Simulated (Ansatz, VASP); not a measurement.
# ZrB2: VASP beside Ansatz

```xyz
3
Lattice="3.1864 0.0000 0.0000 -1.5932 2.7595 0.0000 0.0000 0.0000 3.6821" Properties=species:S:1:pos:R:3 pbc="T T T"
Zr    0.0000    0.0000    0.0000
B     0.0000    1.8397    1.8411
B     1.5932    0.9198    1.8411
```

Alike in both runs: task single point; functional PBEsol; k mesh 15 × 15 × 12; occupations gaussian, width 0.15 eV; no spin polarisation.

```csv
,VASP,Ansatz
version,VASP 6.6.1,Ansatz 0.2.0
potentials or method,"VASP PAW PBE potentials, release 64 (Zr_sv, B), cutoff 520 eV","scalar-relativistic, plane waves, PAW"
valence electrons in the cell,18,18
```

|  | VASP | Ansatz | Ansatz less VASP |
| --- | --- | --- | --- |
| gap on the k mesh at the Fermi level (eV) | none | none | - |
| pressure (GPa) | -14.1 | -14.4 | -0.28 |
| traceless stress, the component that is largest in VASP (GPa) | -7.01 | -6.99 | +0.020 |

VASP's potentials were made for PBE, not for PBEsol. A gap of «none» marks a metal or a gap that the smearing closes. The functional is the same, so the differences come from potentials, cutoffs and numerics.
